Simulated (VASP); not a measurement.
# In in VASP: settings compared, part 2 of 2

VASP 6.6.1.

## Step 4: Single point, PBEsol+D3(BJ)

File INCAR:

```
SYSTEM = In
ALGO = Normal
DIPOL = 0.5 0.5 0.493
EDIFF = 1E-6
ENCUT = 520
GGA = PS
IDIPOL = 3
ISIF = 2
ISMEAR = -1
IVDW = 12
LASPH = .TRUE.
LCHARG = .FALSE.
LDIPOL = .TRUE.
LREAL = .FALSE.
LWAVE = .FALSE.
NBANDS = 54
NELM = 80
PREC = Accurate
SIGMA = 0.05
```

File KPOINTS:

```
k-points
0
G
  8 6 1
  0 0 0
```

File POSCAR:

```
In
1.0
    3.2523000000      0.0000000000      0.0000000000
    0.0000000000      4.9479000000      0.0000000000
    0.0000000000      0.0000000000     24.7569000000
In
7
Direct
    0.5000000000      0.5000000000      0.3029458454
    0.0000000000      0.0000000000      0.3686305636
    0.5000000000      0.5000000000      0.4343152818
    0.0000000000      0.0000000000      0.4937641883
    0.5000000000      0.5000000000      0.5543025869
    0.0000000000      0.0000000000      0.6184049551
    0.5000000000      0.5000000000      0.6775269605
```

Potentials or basis: VASP PAW PBE potentials, release 64 (In_d).

Run with:

```
cat potpaw_PBE.64/In_d/POTCAR > POTCAR
mpirun -np 1 vasp_std > vasp.out
```

OUTCAR:

```text
SYSTEM = In
   EDIFF = 1E-6
   ENCUT = 520
   GGA = PS
   ISIF = 2
   ISMEAR = -1
   IVDW = 12
   LASPH = .TRUE.
   LREAL = .FALSE.
   NELM = 80
   PREC = Accurate
 IVDW          = 12

 ion  position               nearest neighbor table
   1  0.500  0.500  0.303-   3 3.25   2 3.38   2 3.38   2 3.38   2 3.38
   2  0.000  0.000  0.369-   4 3.10   3 3.38   1 3.38   1 3.38   3 3.38   1 3.38   3 3.38   1 3.38
                             3 3.38
   3  0.500  0.500  0.434-   5 2.97   1 3.25   4 3.31   4 3.31   4 3.31   4 3.31   2 3.38   2 3.38
                             2 3.38   2 3.38
   4  0.000  0.000  0.494-   6 3.09   2 3.10   3 3.31   3 3.31   3 3.31   3 3.31   5 3.32   5 3.32
                             5 3.32   5 3.32
   5  0.500  0.500  0.554-   3 2.97   7 3.05   4 3.32   4 3.32   4 3.32   4 3.32   6 3.36   6 3.36
                             6 3.36   6 3.36
   6  0.000  0.000  0.618-   4 3.09   7 3.30   7 3.30   7 3.30   7 3.30   5 3.36   5 3.36   5 3.36
                             5 3.36
   7  0.500  0.500  0.678-   5 3.05   6 3.30   6 3.30   6 3.30   6 3.30

  LATTYP: Found a simple orthorhombic cell.
 ALAT       =     3.2523000000
 B/A-ratio  =     1.5213541186
 C/A-ratio  =     7.6121206531

  Lattice vectors:

[... 199 lines left out ...]
      5     -13.3435      2.00000
      6     -13.3135      2.00000
[... 1129 lines left out ...]
     53       4.3861      0.00000
     54       4.3975      0.00000

------------------------ aborting loop because EDIFF is reached ----------------------------------------

 vacuum level on the upper side and lower side of the slab       (xc-potential included)        -0.098        -0.206

 Edisp (eV)   -1.92082

 E8    (eV) :    -1.4164

  FORCE on cell =-STRESS in cart. coord.  units (eV):
  Direction    XX          YY          ZZ          XY          YZ          ZX
  --------------------------------------------------------------------------------------
  -------------------------------------------------------------------------------------
  Total      -4.19052    -1.97371    -0.94603     0.00000     0.00000     0.00000
  in kB     -16.85276    -7.93755    -3.80459     0.00000     0.00000     0.00000
  external pressure =       -9.53 kB  Pullay stress =        0.00 kB

 VOLUME and BASIS-vectors are now :
 -----------------------------------------------------------------------------
  energy-cutoff  :      520.00
  volume of cell :      398.39
      direct lattice vectors                 reciprocal lattice vectors
     3.252300000  0.000000000  0.000000000     0.307474710  0.000000000  0.000000000
     0.000000000  4.947900000  0.000000000     0.000000000  0.202105944  0.000000000
     0.000000000  0.000000000 24.756900000     0.000000000  0.000000000  0.040392779

 POSITION                                       TOTAL-FORCE (eV/Angst)
 -----------------------------------------------------------------------------------
      1.62615      2.47395      7.50000         0.000000      0.000000      0.265387
      0.00000      0.00000      9.12615         0.000000      0.000000     -0.010560
      1.62615      2.47395     10.75230         0.000000      0.000000     -0.255795
      0.00000      0.00000     12.22407         0.000000      0.000000     -0.001475
      1.62615      2.47395     13.72281         0.000000      0.000000      0.001615
      0.00000      0.00000     15.30979         0.000000      0.000000     -0.000674
      1.62615      2.47395     16.77347         0.000000      0.000000      0.001503
 -----------------------------------------------------------------------------------
    total drift:                                0.000000     -0.000000     -0.000059

  FREE ENERGIE OF THE ION-ELECTRON SYSTEM (eV)
  ---------------------------------------------------
  free  energy   TOTEN  =       -21.6389807310 eV

  energy  without entropy=      -21.5901896293  energy(sigma->0) =      -21.61458518

 vacuum level on the upper side and lower side of the slab         5.110         5.000
```

stdout:

```text
POSCAR found type information on POSCAR In
 POSCAR found :  1 types and       7 ions
 scaLAPACK will be used
 -----------------------------------------------------------------------------
|                                                                             |
|                                                                             |
|     You enforced a specific xc type in the INCAR file but a different       |
|     I HOPE YOU KNOW WHAT YOU ARE DOING!                                     |
|                                                                             |
 -----------------------------------------------------------------------------

 LDA part: xc-table for (Slater+PW92), standard interpolation
 POSCAR, INCAR and KPOINTS ok, starting setup
 FFT: planning ... GRIDC
 FFT: planning ... GRID_SOFT
 FFT: planning ... GRID
 WAVECAR not read
 entering main loop
```

Run time: 7.5 min. Hardware: 1 thread of AMD EPYC 9R45 (Zen 5), shared host; peak memory 0.55 GiB.

Results:

```yaml
Free_energy: -21.6390 eV
Largest_force: 0.265 eV/Å
Band_gap_on_the_k_mesh: zero (an odd number of electrons rules out a gap without spin polarisation)
Dispersion_energy_per_atom: -0.274 eV
```

Forces in eV/Å, atoms in the order of the input:
```
In   0.000  0.000  0.265
In   0.000  0.000 -0.011
In   0.000  0.000 -0.256
In   0.000  0.000 -0.001
In   0.000  0.000  0.002
In   0.000  0.000 -0.001
In   0.000  0.000  0.002
```

Caveat: three body term missing; the PAW data sets were made with another functional, which shifts forces and pressure a little; spin-orbit coupling is left out, which moves the levels of the heavy elements.

## Step 5: The runs side by side

| level | cell | gap on the mesh (eV) | largest force (eV/Å) |
| --- | --- | --- | --- |
| PBEsol | as given, atomic positions A | none | 0.17 |
| PBEsol+D3(BJ) | as given, atomic positions B | none | 0.26 |
| PBEsol+D3(BJ) | as given, atomic positions C | none | 0.27 |

Alike in all rows: task single point; potentials or basis VASP PAW PBE potentials, release 64 (In_d); no spin polarisation; k mesh 8 × 6 × 1; cutoff (eV) 520; smearing fermi-dirac 0.05 eV.

Caveats: the PAW data sets were made with another functional, which shifts forces and pressure a little; spin-orbit coupling is left out, which moves the levels of the heavy elements; three body term missing (at least some runs).

Total energies depend on the potentials used, so only differences within one code and one set of settings carry meaning.
